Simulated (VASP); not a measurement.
Set up this calculation in VASP 6.6.1, as the native input.

```yaml
Task: single point
Functional: PBE
Potentials_or_basis: VASP PAW PBE potentials, release 64 (Ge_d, H)
Cutoff: 410 eV
k_mesh: 3 × 3 × 1
Occupations: gaussian, width 0.05 eV
Spin: no spin polarisation
Dipole_correction: yes
Further_INCAR_settings: ALGO = Normal; EDIFF = 1e-06; NBANDS = 164; NELMDL = -8
```

The structure of Ge5H2 lies in POSCAR:

```
Ge5H2
1.0
    8.1473826809      0.0000000000      0.0000000000
    0.0000000000      8.1473826809      0.0000000000
    0.0000000000      0.0000000000     19.5175094652
Ge H
20 8
Direct
    0.5000000000      0.5000000000      0.2513865784
    0.5000000000      0.0000000000      0.2513865784
    0.0000000000      0.5000000000      0.2513865784
    0.0000000000      0.0000000000      0.2513865784
    0.7500000000      0.5000000000      0.3251801834
    0.7500000000      0.0000000000      0.3251801834
    0.2500000000      0.5000000000      0.3251801834
    0.2500000000      0.0000000000      0.3251801834
    0.7506618265      0.7496557935      0.4040270593
    0.7506618265      0.2503442065      0.4040270593
    0.2481191622      0.7482950111      0.3982316800
    0.2481191622      0.2517049889      0.3982316800
    0.0058171086      0.7402552569      0.4779623221
    0.0058171086      0.2597447431      0.4779623221
    0.4957336431      0.7260741845      0.4767266841
    0.4957336431      0.2739258155      0.4767266841
    0.0850133294      0.0000000000      0.5443076775
    0.0922240088      0.5000000000      0.5553234273
    0.3788542254      0.0000000000      0.5090749980
    0.4288620503      0.5000000000      0.5651091045
    0.5083944213      0.6502083350      0.2033868863
    0.5083944213      0.3497916650      0.2033868863
    0.5083944213      0.1502083350      0.2033868863
    0.5083944213     -0.1502083350      0.2033868863
   -0.0083944213      0.3497916650      0.2033868863
   -0.0083944213      0.6502083350      0.2033868863
   -0.0083944213     -0.1502083350      0.2033868863
   -0.0083944213      0.1502083350      0.2033868863
```

One way to write it, as run:

INCAR

```
SYSTEM = Ge5H2
PREC     = Accurate       ! precision mode
ENCUT    = 410            ! plane-wave cutoff, eV
EDIFF    = 1E-6           ! SCF threshold, eV
ISMEAR   = 0              ! smearing method
SIGMA    = 0.05           ! smearing width, eV
LREAL    = .FALSE.        ! projectors in reciprocal space
LASPH    = .TRUE.         ! aspherical terms in the spheres
NELM     = 120            ! most SCF steps
ALGO     = Normal         ! electronic algorithm
ISIF     = 2              ! what is computed and relaxed
LWAVE    = .FALSE.        ! write WAVECAR
LCHARG   = .FALSE.        ! write CHGCAR
LDIPOL   = .TRUE.       
IDIPOL   = 3            
DIPOL    = 0.5 0.5 0.344
GGA      = PE             ! functional
NBANDS   = 164            ! bands
GGA_COMPAT= .FALSE.      
NELMDL   = -8
```

KPOINTS

```
regular mesh
0
G
  3 3 1
  0 0 0
```

Potentials or basis: VASP PAW PBE potentials, release 64 (Ge_d, H).

Run with:

```console
$ cat potpaw_PBE.64/Ge_d/POTCAR potpaw_PBE.64/H/POTCAR > POTCAR
$ mpirun -np 1 vasp_std > vasp.out
```

Results of the run:

```
Largest force          : 0.587 eV/Å
Band gap on the k mesh : zero (bands 144 and 145 overlap by 0.09 eV)
```

It took 42 min on 1 thread of Intel(R) Xeon(R) Platinum 8259CL CPU @ 2.50GHz (Skylake/Cascade Lake) (shared host), peak memory 1 GiB.
